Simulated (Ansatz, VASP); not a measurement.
**LiH: VASP beside Ansatz**

File INCAR:

```
PREC = Accurate ; ENCUT = 750
EDIFF = 1E-6 ; ISMEAR = 0
SIGMA = 0.05 ; LREAL = F
LASPH = T ; NELM = 120
ALGO = Normal ; ISIF = 2
LWAVE = F ; LCHARG = F
GGA = PE ; NBANDS = 9
GGA_COMPAT = F
```

File KPOINTS:

```
regular mesh
0
Gamma
  14 14 14
```

POSCAR

```
LiH
1.0
    0.0000000000      2.0042430360      2.0042430360
    2.0042430360      0.0000000000      2.0042430360
    2.0042430360      2.0042430360      0.0000000000
Li H
1 1
Direct
    0.0000000000      0.0000000000      0.0000000000
    0.5000000000      0.5000000000      0.5000000000
```

Input for Ansatz:

```yaml
crystal:
  lattice:
    - [0.0, 2.004243036, 2.004243036]
    - [2.004243036, 0.0, 2.004243036]
    - [2.004243036, 2.004243036, 0.0]
  atoms:
    - { symbol: Li, position: [0.0, 0.0, 0.0] }
    - { symbol: H, position: [0.5, 0.5, 0.5] }
basis:
  ecutwfc: 420
  ecutrho_ratio: 4
kpoints:
  mp_grid: { grid: [14, 14, 14] }
hamiltonian:
  xc: pbe
scf:
  occupations: { method: gaussian, width: 0.05 }
output:
  forces: true
  stress: true
  eigenvalues: true
```

Alike in both runs: task single point; functional PBE; k mesh 14 × 14 × 14; occupations gaussian, width 0.05 eV; no spin polarisation.

```csv
,VASP,Ansatz
version,VASP 6.6.1,Ansatz 0.2.0
potentials or method,"VASP PAW PBE potentials, release 64 (Li_sv, H), cutoff 750 eV","scalar-relativistic, plane waves, PAW"
valence electrons in the cell,4,4
```

```csv
,VASP,Ansatz,Ansatz less VASP
gap on the k mesh at the Fermi level (eV),2.98,2.99,+0.004
least direct gap on the mesh (eV),2.98,2.99,+0.004
pressure (GPa),-0.2,0.0,+0.20
```
